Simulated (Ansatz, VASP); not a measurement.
Two plane-wave programs on BN

```xyz
4
Lattice="0.0000 -1.8124 -1.8124 -1.8124 0.0000 -1.8124 1.8124 1.8124 -3.6248" Properties=species:S:1:pos:R:3 pbc="T T T"
B    -0.0605    0.0012   -0.0593
B     0.0605   -0.0012   -3.5655
N     0.8443    0.9075   -4.5916
N    -0.8443   -0.9075   -4.4703
```

Change from the starting cell: mode 4 frozen in at -0.085 Å and mode 5 at -0.017 Å (largest displacements).

Alike in both runs: task single point; functional PBE; k mesh 6 × 6 × 6; occupations gaussian, width 0.05 eV; no spin polarisation.

```csv
,VASP,Ansatz
version,VASP 6.6.1,Ansatz 0.2.0
potentials or method,"VASP PAW PBE potentials, release 64 (B, N), cutoff 520 eV","scalar-relativistic, plane waves, PAW"
valence electrons in the cell,16,16
```

Ansatz gave:

- gap on the k mesh at the Fermi level (eV): 4.33
- least direct gap on the mesh (eV): 6.28
- pressure (GPa): -0.2
- traceless stress, the component that is largest in VASP (GPa): 1.72
- rms of the force components (eV/Å): 0.532

**Question.** Estimate VASP's values.

**Answer.** gap on the k mesh at the Fermi level (eV): 4.32; least direct gap on the mesh (eV): 6.27; pressure (GPa): 0.0; traceless stress, the component that is largest in VASP (GPa): 1.72; rms of the force components (eV/Å): 0.531.

Atom by atom the forces differ by 0.001 eV/Å (rms over components).

The k mesh is coarse, so the values compare programs but aren't converged.
